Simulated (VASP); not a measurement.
Write the native input for VASP 6.6.1 that does the following.

```yaml
Task: single point
Functional: PBE
Potentials_or_basis: VASP PAW PBE potentials, release 64 (Si, Ge_d, P)
Cutoff: 520 eV
k_mesh: 12 × 12 × 6
Occupations: gaussian, width 0.1 eV
Spin: no spin polarisation
Dipole_correction: no
Further_INCAR_settings: ALGO = Normal; EDIFF = 1e-06; NBANDS = 28
```

The structure of Si2Ge2P lies in POSCAR:

```
Si2Ge2P
1.0
    4.5430536454      0.0000000000      0.0000000000
   -2.2715268227      3.9343998676      0.0000000000
    0.0000000000      0.0000000000      7.0094268978
Si Ge P
2 2 1
Direct
    0.0000000000      0.0000000000      0.6949409958
    0.0000000000      0.0000000000      0.3050590042
    0.3333333333      0.6666666667      0.5000000000
    0.6666666667      0.3333333333      0.5000000000
    0.0000000000      0.0000000000      0.0000000000
```

The input as run:

INCAR

```
SYSTEM = Si2Ge2P
  ALGO = Normal
  EDIFF = 1E-6
  ENCUT = 520
  GGA = PE
  ISIF = 2
  ISMEAR = 0
  LASPH = .TRUE.
  LCHARG = .FALSE.
  LREAL = .FALSE.
  LWAVE = .FALSE.
  NBANDS = 28
  NELM = 60
  PREC = Accurate
  SIGMA = 0.1
```

KPOINTS

```
k-points
0
G
  12 12 6
  0 0 0
```

Potentials or basis: VASP PAW PBE potentials, release 64 (Si, Ge_d, P).

Run with:

```bash
$ cat potpaw_PBE.64/Si/POTCAR potpaw_PBE.64/Ge_d/POTCAR potpaw_PBE.64/P/POTCAR > POTCAR
$ mpirun -np 1 vasp_std > vasp.out
```

It gave:

```json
{
  "Pressure": "0.0 GPa",
  "Largest force": "0.025 eV/Å"
}
```

Wall time 2.8 min on 1 thread of Intel(R) Xeon(R) Platinum 8488C (Sapphire Rapids) (shared host), peak memory 0.4 GiB.
